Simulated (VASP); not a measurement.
Set up this calculation in VASP 6.6.1, as the native input.

```
Task                   : single point
Functional             : PBE
Potentials or basis    : VASP PAW PBE potentials, release 64 (Cd, Li_sv)
Cutoff                 : 520 eV
k mesh                 : 3 × 2 × 3
Occupations            : gaussian, width 0.1 eV
Spin                   : no spin polarisation
Dipole correction      : no
Further INCAR settings : ALGO = Normal; EDIFF = 1e-06; NBANDS = 86
```

The structure of LiCd12 (a cell with a defect) lies in POSCAR:

```
LiCd12
1.0
    5.9600000000      0.0000000000      0.0000000000
   -4.4700000000      7.7422670000      0.0000000000
    0.0000000000      0.0000000000      5.6202800000
Cd Li
12 1
Direct
   -0.0537333941     -0.0541000255      0.0330184206
    0.1927051204      0.2764138909      0.5808944955
    0.0644479099      0.3279460908      0.1010211908
    0.1871528332      0.6170235201      0.4154443331
   -0.0409552303      0.6070742367     -0.1167067225
    0.2557356580      0.9490617111      0.6071221555
    0.4082742456     -0.0827247563      0.1203896111
    0.6947457577      0.2921713231      0.4874566771
    0.4968401869      0.2709409615      0.0033010163
    0.6643449819      0.5883772159      0.3365124445
    0.4786028341      0.6308692310     -0.1430289700
    0.7488669911      0.9149816301      0.5053028355
    0.7374949056      0.1137981704      0.8183469125
```

These files were run (other wordings do the same):

INCAR

```
PREC = Accurate
ENCUT = 520
EDIFF = 1E-6
ISMEAR = 0
SIGMA = 0.1
LREAL = F
LASPH = T
NELM = 100
ALGO = Normal
ISIF = 2
LWAVE = F
LCHARG = F
GGA = PE
NBANDS = 86
```

KPOINTS

```
Automatic mesh
0
Gamma
  3 2 3
```

Potentials or basis: VASP PAW PBE potentials, release 64 (Cd, Li_sv).

The run is started by

```sh
$ cat potpaw_PBE.64/Cd/POTCAR potpaw_PBE.64/Li_sv/POTCAR > POTCAR
$ mpirun -np 1 vasp_std > vasp.out
```

Results of the run:

```json
{"Largest force": "0.017 eV/Å", "Band gap on the k mesh": "zero (an odd number of electrons rules out a gap without spin polarisation)"}
```

Caveat: the k points lie up to 0.41 Å⁻¹ apart, too coarse for converged energies and pressures of a metal.

Run time: 4.7 min on 1 thread of AMD EPYC 7R43 64-Core Processor (Zen 3), on a shared host, peak memory 0.39 GiB.
